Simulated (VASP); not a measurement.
The system is NaCl.

```
CELL_PARAMETERS angstrom
3.45955 0.00000 0.00000
0.00000 3.45955 0.00000
0.00000 0.00000 3.45955
ATOMIC_POSITIONS crystal
Na 0.00000 0.00000 0.00000
Cl 0.50000 0.50000 0.50000
```

Base run:

```yaml
Program: VASP 6.6.1
Functional: PBE
Potentials_or_basis: VASP PAW PBE potentials, release 64 (Na_pv, Cl)
Cutoff: 520 eV
k_mesh: 8 × 8 × 8
Occupations: fermi-dirac, width 0.02 eV
Spin: no spin polarisation
```

Its results: band gap on the k mesh 4.10 eV, indirect (least direct gap 4.63 eV); pressure 1.1 GPa.

Task: The run is repeated on the same cell with these changes: functional from PBE to r2SCAN; occupations from fermi-dirac, width 0.02 eV to gaussian, width 0.01 eV. What comes out?

Result: Band gap on the k mesh 4.95 eV, indirect (least direct gap 5.49 eV); pressure -0.3 GPa.

Caveats: the PAW data sets were made with another functional, which shifts forces and pressure a little (some runs).

A k mesh can miss the band edges.
